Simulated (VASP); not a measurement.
# PtS2 in VASP: a series of runs

The runs below take PtS2 through single point, with PBE+D3(BJ).

Program: VASP 6.6.1. These are calculated values, not measurements. Logs are shortened: lines on timing, memory, paths and dates and some standing lists are left out, and cuts for length are marked.

## (1) The cell of the first run

The cell holds a slab with vacuum, 6 atoms: a = 3.542 Å, b = 3.542 Å, c = 22.467 Å, α = 90.00°, β = 90.00°, γ = 120.00°.

## (2) Single point, PBE+D3(BJ)

Contents of INCAR:

```
PREC = Accurate
ENCUT = 520
EDIFF = 1E-6
ISMEAR = 0
SIGMA = 0.05
LREAL = F
LASPH = T
NELM = 100
ALGO = Normal
ISIF = 2
LWAVE = F
LCHARG = F
LDIPOL = T
IDIPOL = 3
DIPOL = 0.5 0.5 0.383
GGA = PE
IVDW = 12
NBANDS = 31
```

Contents of KPOINTS:

```
regular mesh
0
Gamma
  9 9 1
```

Contents of POSCAR:

```
PtS2
1.0
    3.5415266177      0.0000000000      0.0000000000
   -1.7707633089      3.0670520191      0.0000000000
    0.0000000000      0.0000000000     22.4670701842
S Pt
4 2
Direct
    0.6666666667      0.3333333333      0.2002931385
    0.3333333333      0.6666666667      0.3108342581
    0.3333333333      0.6666666667      0.4550453178
    0.0000000000      1.0000000000      0.5655864374
    0.0000000000      0.0000000000      0.2555636983
   -0.3333333333      0.3333333333      0.5103158776
```

Potentials or basis: VASP PAW PBE potentials, release 64 (S, Pt).

Run with:

```
> cat potpaw_PBE.64/S/POTCAR potpaw_PBE.64/Pt/POTCAR > POTCAR
> mpirun -np 1 vasp_std > vasp.out
```

OUTCAR:

```text
PREC = Accurate
   ENCUT = 520
   EDIFF = 1E-6
   ISMEAR = 0
   LREAL = F
   LASPH = T
   NELM = 100
   ISIF = 2
   GGA = PE
   IVDW = 12
 IVDW          = 12

 ion  position               nearest neighbor table
   1  0.667  0.333  0.200-   5 2.39   5 2.39   5 2.39
   2  0.333  0.667  0.311-   5 2.39   5 2.39   5 2.39
   3  0.333  0.667  0.455-   6 2.39   6 2.39   6 2.39
   4  0.000  0.000  0.566-   6 2.39   6 2.39   6 2.39
   5  0.000  0.000  0.256-   1 2.39   2 2.39   1 2.39   2 2.39   1 2.39   2 2.39
   6  0.667  0.333  0.510-   3 2.39   3 2.39   4 2.39   4 2.39   4 2.39   3 2.39

  LATTYP: Found a hexagonal cell.
 ALAT       =     3.5415266177
 C/A-ratio  =     6.3438942042

  Lattice vectors:

 A1 = (   3.5415266177,   0.0000000000,   0.0000000000)
 A2 = (  -1.7707633089,   3.0670520191,   0.0000000000)
 A3 = (   0.0000000000,   0.0000000000,  22.4670701842)

Analysis of symmetry for initial positions (statically):
=====================================================================
 Subroutine PRICEL returns:
 Original cell was already a primitive cell.

 Routine SETGRP: Setting up the symmetry group for a
 hexagonal supercell.

 Subroutine GETGRP returns: Found 12 space group operations
 (whereof  6 operations were pure point group operations)
 out of a pool of 24 trial point group operations.

The static configuration has the point symmetry C_3v.
 The point group associated with its full space group is D_3d.

Analysis of symmetry for dynamics (positions and initial velocities):
=====================================================================
 Subroutine PRICEL returns:
 Original cell was already a primitive cell.

 Routine SETGRP: Setting up the symmetry group for a
 hexagonal supercell.

 Subroutine GETGRP returns: Found 12 space group operations
 (whereof  6 operations were pure point group operations)
 out of a pool of 24 trial point group operations.

The dynamic configuration has the point symmetry C_3v.
 The point group associated with its full space group is D_3d.

 Subroutine INISYM returns: Found 12 space group operations
 (whereof  6 operations are pure point group operations),
 and found     1 'primitive' translations

----------------------------------------------------------------------------------------

                                     Primitive cell

  volume of cell :     244.0384

  direct lattice vectors                    reciprocal lattice vectors
     3.541526618  0.000000000  0.000000000     0.282364107  0.163022993  0.000000000
    -1.770763309  3.067052019  0.000000000     0.000000000  0.326045986  0.000000000
     0.000000000  0.000000000 22.467070184     0.000000000  0.000000000  0.044509586

  length of vectors
     3.541526618  3.541526618 22.467070184     0.326045986  0.326045986  0.044509586

  position of ions in fractional coordinates (direct lattice)
     0.666666667  0.333333333  0.200293139
     0.333333333  0.666666667  0.310834258
     0.333333333  0.666666667  0.455045318
     0.000000000  0.000000000  0.565586437
     0.000000000  0.000000000  0.255563698
     0.666666667  0.333333333  0.510315878

  ion indices of the primitive-cell ions
   primitive index   ion index
                 1           1
                 2           2
                 3           3
                 4           4
                 5           5
                 6           6

----------------------------------------------------------------------------------------

 KPOINTS: regular mesh

Automatic generation of k-mesh.
 Grid dimensions read from file:
 generate k-points for:    9    9    1

 Generating k-lattice:

  Cartesian coordinates                     Fractional coordinates (reciprocal lattice)
     0.031373790  0.018113666  0.000000000     0.111111111  0.000000000  0.000000000
     0.000000000  0.036227332  0.000000000     0.000000000  0.111111111  0.000000000
     0.000000000  0.000000000  0.044509586     0.000000000  0.000000000  1.000000000

  Length of vectors
     0.036227332  0.036227332  0.044509586

  Shift w.r.t. Gamma in fractional coordinates (k-lattice)
     0.000000000  0.000000000  0.000000000

 Subroutine IBZKPT returns following result:
 ===========================================

 Found     12 irreducible k-points:

 Following reciprocal coordinates:
            Coordinates               Weight
  0.000000  0.000000  0.000000      1.000000
  0.111111 -0.000000  0.000000      6.000000
  0.222222 -0.000000  0.000000      6.000000
  0.333333  0.000000  0.000000      6.000000
  0.444444 -0.000000  0.000000      6.000000
  0.111111  0.111111  0.000000      6.000000
  0.222222  0.111111  0.000000     12.000000
  0.333333  0.111111  0.000000     12.000000
  0.444444  0.111111  0.000000      6.000000
  0.222222  0.222222  0.000000      6.000000
  0.333333  0.222222  0.000000     12.000000
  0.333333  0.333333  0.000000      2.000000
   k-points           NKPTS =     12   k-points in BZ     NKDIM =     12   number of bands    NBANDS=     31
   number of dos      NEDOS =    301   number of ions     NIONS =      6
   total plane-waves  NPLWV = 131712
   dimension x,y,z NGX =    28 NGY =   28 NGZ =  168
   dimension x,y,z NGXF=    56 NGYF=   56 NGZF=  336
   ions per type =               4   2
   NGX,Y,Z   is equivalent  to a cutoff of  13.14, 13.14, 12.43 a.u.
   NGXF,Y,Z  is equivalent  to a cutoff of  26.29, 26.29, 24.86 a.u.
 SYSTEM =  unknown system
   PREC   = accura    normal or accurate (medium, high low for compatibility)
   ISTART =      0    job   : 0-new  1-cont  2-samecut
   ICHARG =      2    charge: 1-file 2-atom 10-const
   ISPIN  =      1    spin polarized calculation?
   LNONCOLLINEAR =      F non collinear calculations
   LSORBIT =      F    spin-orbit coupling
   LASPH  =      T    aspherical Exc in radial PAW
   ENCUT  =  520.0 eV  38.22 Ry    6.18 a.u.   6.58  6.58 41.77*2*pi/ulx,y,z
   NELM   =    100;   NELMIN=  2; NELMDL= -5     # of ELM steps
   EDIFF  = 0.1E-05   stopping-criterion for ELM
   LREAL  =      F    real-space projection
   EDIFFG = 0.1E-04   stopping-criterion for IOM
   NSW    =      0    number of steps for IOM
   IBRION =     -1    ionic relax: 0-MD 1-quasi-New 2-CG
   NFREE  =      0    steps in history (QN), initial steepest desc. (CG)
   ISIF   =      2    stress and relaxation
   ISYM   =      2    0-nonsym 1-usesym 2-fastsym
   POTIM  = 0.5000    time-step for ionic-motion
   TEBEG  =    0.0;   TEEND  =   0.0 temperature during run
   PSTRESS=    0.0 pullay stress
   NELECT =      44.0000    total number of electrons
   NUPDOWN=      -1.0000    fix difference up-down
   EMIN   =  10.00;   EMAX   =-10.00  energy-range for DOS
   EFERMI =   0.00;   METHOD = LEGACY
   ISMEAR =     0;   SIGMA  =   0.05  broadening in eV -4-tet -1-fermi 0-gaus
   EFERMI_NEDOS =   21; number of points for ismear=-14 and -15
   IALGO  =     38    algorithm
   IMIX   =      4    mixing-type and parameters
     AMIX     =   0.40;   BMIX     =  1.00
     AMIX_MAG =   1.60;   BMIX_MAG =  1.00
  volume/ion in A,a.u.               =      40.67       274.48
  Fermi-wavevector in a.u.,A,eV,Ry     =   0.924854  1.747720 11.637802  0.855354
  Thomas-Fermi vector in A             =   2.050645
   LORBIT       =      0    0 simple, 1 ext, 2 COOP (PROOUT), +10 PAW based schemes
   GGA     = PE    functional components
   LHFCALC =     F    Hartree Fock is set to
   AEXX    =    0.0000 exact exchange contribution
   IVDW    =    12    specifies the selected vdW correction
   LEPSILON=     F    determine dielectric tensor
   LRPA    =     F    only Hartree local field effects (RPA)
 non-spin polarized calculation
 Gauss-broadening in eV      SIGMA  =   0.05
  energy-cutoff  :      520.00
  volume of cell :      244.04
 maximum number of plane-waves:      6671
 NGX is ok and might be reduce to    28
   NGX = 13   NGY = 13   NGZ = 83

 number of electron      44.0000001 magnetization

 dipolmoment           0.000000      0.000000     -0.000009 electrons x Angstroem

 Free energy of the ion-electron system (eV)
  ---------------------------------------------------
  ext. energy  EPLUGINS =         0.00000000
  ---------------------------------------------------
  free energy    TOTEN  =       -30.80534278 eV

  energy without entropy =      -30.80534278  energy(sigma->0) =      -30.80534278

 E-fermi :  -0.0964     XC(G=0):  -5.4238

 val. band max:       -0.3536458707   @ k =   0.1111   0.1111   0.0000
 cond. band min:       0.8174764262   @ k =   0.2222  -0.0000   0.0000
 fundamental gap:      1.1711222970
 Fermi energy:        -0.0964355527

 k-point     1 :       0.0000    0.0000    0.0000
  band No.  band energies     occupation
      1     -14.9285      2.00000
      2     -14.8498      2.00000
      3     -12.7828      2.00000
      4     -12.6041      2.00000
      5      -6.3819      2.00000
      6      -6.3819      2.00000
[... 23 lines left out ...]
     30       5.5286      0.00000
     31       5.5424      0.00000

 k-point     2 :       0.1111   -0.0000    0.0000
  band No.  band energies     occupation
      1     -14.7753      2.00000
      2     -14.6949      2.00000
      3     -12.8084      2.00000
      4     -12.6407      2.00000
      5      -6.4208      2.00000
      6      -6.3497      2.00000
[... 23 lines left out ...]
     30       5.9026      0.00000
     31       6.1503      0.00000

 k-point     3 :       0.2222   -0.0000    0.0000
  band No.  band energies     occupation
      1     -14.3510      2.00000
      2     -14.2660      2.00000
      3     -12.8747      2.00000
      4     -12.7330      2.00000
      5      -6.3930      2.00000
      6      -6.2475      2.00000
[... 23 lines left out ...]
     30       5.9689      0.00000
     31       6.7497      0.00000

 k-point     4 :       0.3333    0.0000    0.0000
  band No.  band energies     occupation
      1     -13.7869      2.00000
      2     -13.6941      2.00000
      3     -12.9434      2.00000
      4     -12.8284      2.00000
      5      -6.5162      2.00000
      6      -6.4530      2.00000
[... 23 lines left out ...]
     30       6.6686      0.00000
     31       6.8982      0.00000

 k-point     5 :       0.4444   -0.0000    0.0000
  band No.  band energies     occupation
      1     -13.3793      2.00000
      2     -13.2787      2.00000
      3     -12.9428      2.00000
      4     -12.8441      2.00000
      5      -7.1277      2.00000
      6      -7.1087      2.00000
[... 23 lines left out ...]
     30       6.2949      0.00000
     31       7.4398      0.00000

 k-point     6 :       0.1111    0.1111    0.0000
  band No.  band energies     occupation
      1     -14.4856      2.00000
      2     -14.4021      2.00000
      3     -12.8547      2.00000
      4     -12.7054      2.00000
      5      -6.3931      2.00000
      6      -6.2691      2.00000
[... 23 lines left out ...]
     30       6.5946      0.00000
     31       6.6388      0.00000

 k-point     7 :       0.2222    0.1111    0.0000
  band No.  band energies     occupation
      1     -13.9824      2.00000
      2     -13.8924      2.00000
      3     -12.9255      2.00000
      4     -12.8021      2.00000
      5      -6.2950      2.00000
      6      -6.1541      2.00000
[... 23 lines left out ...]
     30       6.3823      0.00000
     31       7.3039      0.00000

 k-point     8 :       0.3333    0.1111    0.0000
  band No.  band energies     occupation
      1     -13.4673      2.00000
      2     -13.3677      2.00000
      3     -12.9672      2.00000
      4     -12.8660      2.00000
      5      -6.7299      2.00000
      6      -6.7100      2.00000
[... 23 lines left out ...]
     30       6.9412      0.00000
     31       7.3263      0.00000

 k-point     9 :       0.4444    0.1111    0.0000
  band No.  band energies     occupation
      1     -13.2706      2.00000
      2     -13.1658      2.00000
      3     -12.9387      2.00000
      4     -12.8461      2.00000
      5      -7.0999      2.00000
      6      -7.0739      2.00000
[... 23 lines left out ...]
     30       6.6490      0.00000
     31       7.7837      0.00000

 k-point    10 :       0.2222    0.2222    0.0000
  band No.  band energies     occupation
      1     -13.5025      2.00000
      2     -13.4030      2.00000
      3     -12.9788      2.00000
      4     -12.8769      2.00000
      5      -6.3522      2.00000
      6      -6.2971      2.00000
[... 23 lines left out ...]
     30       7.0024      0.00000
     31       7.5215      0.00000

 k-point    11 :       0.3333    0.2222    0.0000
  band No.  band energies     occupation
      1     -13.1744      2.00000
      2     -13.0569      2.00000
      3     -12.9729      2.00000
      4     -12.8943      2.00000
      5      -6.6618      2.00000
      6      -6.6155      2.00000
[... 23 lines left out ...]
     30       7.6811      0.00000
     31       7.7338      0.00000

 k-point    12 :       0.3333    0.3333    0.0000
  band No.  band energies     occupation
      1     -13.0820      2.00000
      2     -12.9442      2.00000
      3     -12.9442      2.00000
      4     -12.8872      2.00000
      5      -6.2213      2.00000
      6      -6.2213      2.00000
[... 23 lines left out ...]
     30       7.8771      0.00000
     31       7.9996      0.00000

------------------------ aborting loop because EDIFF is reached ----------------------------------------

 vacuum level on the upper side and lower side of the slab       (xc-potential included)        -0.229        -0.231

 Edisp (eV)   -1.92391

 E8    (eV) :    -0.7965

  FORCE on cell =-STRESS in cart. coord.  units (eV):
  Direction    XX          YY          ZZ          XY          YZ          ZX
  --------------------------------------------------------------------------------------
  -------------------------------------------------------------------------------------
  Total      -0.36799    -0.36799     0.20943     0.00000     0.00000     0.00000
  in kB      -2.41599    -2.41599     1.37496     0.00000     0.00000     0.00000
  external pressure =       -1.15 kB  Pullay stress =        0.00 kB

 VOLUME and BASIS-vectors are now :
 -----------------------------------------------------------------------------
  energy-cutoff  :      520.00
  volume of cell :      244.04
      direct lattice vectors                 reciprocal lattice vectors
     3.541526618  0.000000000  0.000000000     0.282364107  0.163022993  0.000000000
    -1.770763309  3.067052019  0.000000000     0.000000000  0.326045986  0.000000000
     0.000000000  0.000000000 22.467070184     0.000000000  0.000000000  0.044509586

 POSITION                                       TOTAL-FORCE (eV/Angst)
 -----------------------------------------------------------------------------------
      1.77076      1.02235      4.50000        -0.000000      0.000000      0.041107
     -0.00000      2.04470      6.98354         0.000000     -0.000000     -0.206994
     -0.00000      2.04470     10.22354        -0.000000     -0.000000      0.206994
      0.00000      0.00000     12.70707         0.000000      0.000000     -0.041107
      0.00000      0.00000      5.74177         0.000000      0.000000      0.008643
      1.77076      1.02235     11.46530        -0.000000      0.000000     -0.008643
 -----------------------------------------------------------------------------------
    total drift:                               -0.000000      0.000000     -0.000283

  FREE ENERGIE OF THE ION-ELECTRON SYSTEM (eV)
  ---------------------------------------------------
  free  energy   TOTEN  =       -32.7292540699 eV

  energy  without entropy=      -32.7292540699  energy(sigma->0) =      -32.72925407

 vacuum level on the upper side and lower side of the slab         5.337         5.336
```

Wall time 2 min (1 thread of Intel Xeon Platinum 8559C (Emerald Rapids), shared host); peak memory 0.37 GiB.

Results:

| Quantity | Value |
| --- | --- |
| Free energy | -32.7293 eV |
| Largest force | 0.207 eV/Å |
| Band gap on the k mesh | 1.17 eV, indirect (least direct gap 1.30 eV) |
| Dispersion energy per atom | -0.321 eV |

Forces on the atoms (eV/Å):
```
S    0.000  0.000  0.041
S    0.000  0.000 -0.207
S    0.000  0.000  0.207
S    0.000  0.000 -0.041
Pt   0.000  0.000  0.009
Pt   0.000  0.000 -0.009
```

Caveat: spin-orbit coupling is left out, which moves the levels of the heavy elements.

## (3) Single point, PBE+D3(BJ)

Contents of INCAR:

```
PREC = Accurate
ENCUT = 520
EDIFF = 1E-6
ISMEAR = 0
SIGMA = 0.05
LREAL = False
LASPH = True
NELM = 100
ALGO = Normal
ISIF = 2
LWAVE = False
LCHARG = True
LDIPOL = True
IDIPOL = 3
DIPOL = 0.5 0.5 0.383
GGA = PE
IVDW = 12
LELF = True
LVHAR = True
LVACPOTAV = True
NBANDS = 31
```

KPOINTS is that of step 2.

Contents of POSCAR:

```
PtS2
1.0
    3.5415266177      0.0000000000      0.0000000000
   -1.7707633089      3.0670520191      0.0000000000
    0.0000000000      0.0000000000     22.4670701842
S Pt
4 2
Direct
    0.6666666667      0.3333333333      0.2002931385
    0.3333333333      0.6666666667      0.3108342581
    0.6666666667      1.3333333333      0.4550453178
    0.3333333333      1.6666666667      0.5655864374
    0.0000000000      0.0000000000      0.2555636983
    0.0000000000      1.0000000000      0.5103158776
```

Potentials or basis: VASP PAW PBE potentials, release 64 (S, Pt).

Run with:

```
> cat potpaw_PBE.64/S/POTCAR potpaw_PBE.64/Pt/POTCAR > POTCAR
> mpirun -np 1 vasp_std > vasp.out
```

Wall time 96 s (1 thread of Intel Xeon Platinum 8559C (Emerald Rapids), shared host); peak memory 0.37 GiB.

The run converged. Its results:

| Property | Result |
| --- | --- |
| Free energy | -32.8259 eV |
| Largest force | 0.112 eV/Å |
| Band gap on the k mesh | 1.42 eV, indirect (least direct gap 1.56 eV) |
| Dispersion energy per atom | -0.321 eV |

Forces on the atoms (eV/Å):
```
S    0.000  0.000  0.031
S    0.000  0.000  0.000
S    0.000  0.000  0.000
S    0.000  0.000 -0.031
Pt   0.000  0.000  0.112
Pt   0.000  0.000 -0.112
```

Levels at points of the mesh, in eV from the valence-band top:
```csv
k point,band 18,band 19,band 20,band 21,band 22,band 23,band 24,band 25,band 26,band 27
"(0.00, 0.00, 0.00)",-0.56,-0.56,-0.52,-0.52,-0.45,2.89,2.89,2.98,2.98,5.20
```

Caveat: spin-orbit coupling is left out, which moves the levels of the heavy elements.

[end of part 1 of 2]
